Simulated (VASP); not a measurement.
Input of a VASP 6.6.1 run:

File INCAR:

```
SYSTEM = Al
PREC     = Accurate       ! precision mode
ENCUT    = 520            ! plane-wave cutoff, eV
EDIFF    = 1E-6           ! SCF threshold, eV
ISMEAR   = -1             ! smearing method
SIGMA    = 0.05           ! smearing width, eV
LREAL    = .False.        ! projectors in reciprocal space
LASPH    = .True.         ! aspherical terms in the spheres
NELM     = 80             ! most SCF steps
ALGO     = Fast           ! electronic algorithm
ISIF     = 2              ! what is computed and relaxed
LWAVE    = .False.        ! write WAVECAR
LCHARG   = .False.        ! write CHGCAR
GGA      = PS             ! functional
NBANDS   = 14             ! bands
```

Contents of KPOINTS:

```
regular mesh
0
Gamma
  11 11 3
  0 0 0
```

Contents of POSCAR:

```
Al
1.0
    2.6324006954      0.0000000000      0.0000000000
   -1.3162003477      2.2797258752      0.0000000000
    0.0000000000      0.0000000000      8.6376361081
Al
4
Direct
    0.6666666667      0.3333333333      0.7500000000
    0.0000000000      0.0000000000      0.5000000000
    0.3333333333      0.6666666667      0.2500000000
    0.0000000000      0.0000000000      0.0000000000
```

Potentials or basis: VASP PAW PBE potentials, release 64 (Al).

Run with:

```console
$ cat potpaw_PBE.64/Al/POTCAR > POTCAR
$ mpirun -np 1 vasp_std > vasp.out
```

Estimate the pressure.

30.2 GPa.

Predict the band gap on the k mesh.

zero (band 6 reaches 14.96 eV, above the bottom of band 7 at 8.77 eV).

Caveat: the PAW data sets were made with another functional, which shifts forces and pressure a little.
